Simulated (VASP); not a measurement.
Input of a VASP 6.6.1 run:

File INCAR:

```
SYSTEM = BaTiO3
  ALGO = Normal
  EDIFF = 1E-7
  ENCUT = 520
  GGA = PS
  ISIF = 2
  ISMEAR = -1
  LASPH = .TRUE.
  LCHARG = .FALSE.
  LREAL = .FALSE.
  LWAVE = .FALSE.
  NBANDS = 28
  NELM = 100
  PREC = Accurate
  SIGMA = 0.08
```

KPOINTS

```
k-points
0
G
  7 7 7
  0 0 0
```

File POSCAR:

```
BaTiO3
1.0
    3.9998000000      0.0399980000      0.0399980000
    0.0399980000      3.9998000000      0.0399980000
    0.0401800000      0.0401800000      4.0180000000
Ba Ti O
1 1 3
Direct
    0.0000000000      0.0000000000      0.0000000000
    0.5000000000      0.5000000000      0.4820000000
    0.5000000000      0.5000000000      0.0160000000
    0.5000000000      0.0000000000      0.5150000000
    0.0000000000      0.5000000000      0.5150000000
```

Potentials or basis: VASP PAW PBE potentials, release 64 (Ba_sv, Ti_sv, O).

Launch:

```sh
$ cat potpaw_PBE.64/Ba_sv/POTCAR potpaw_PBE.64/Ti_sv/POTCAR potpaw_PBE.64/O/POTCAR > POTCAR
$ mpirun -np 1 vasp_std > vasp.out
```

Task: Estimate the largest force.

Result: 0.368 eV/Å.

Task: Estimate the pressure.

Result: -1.7 GPa.

Task: Estimate the band gap on the k mesh.

Result: 1.79 eV (least direct gap 1.97 eV).

Stress tensor (GPa, compression positive):
```
-2.20 -2.46 -2.37
-2.46 -2.20 -2.37
-2.37 -2.37 -0.62
```

Caveat: the cell differs from its parent crystal (equal xy, yz and zx shear strains of +2 %); the PAW data sets were made with another functional, which shifts forces and pressure a little; spin-orbit coupling is left out, which moves the levels of the heavy elements; an odd mesh through Γ misses points on the zone boundary, where band edges can lie.
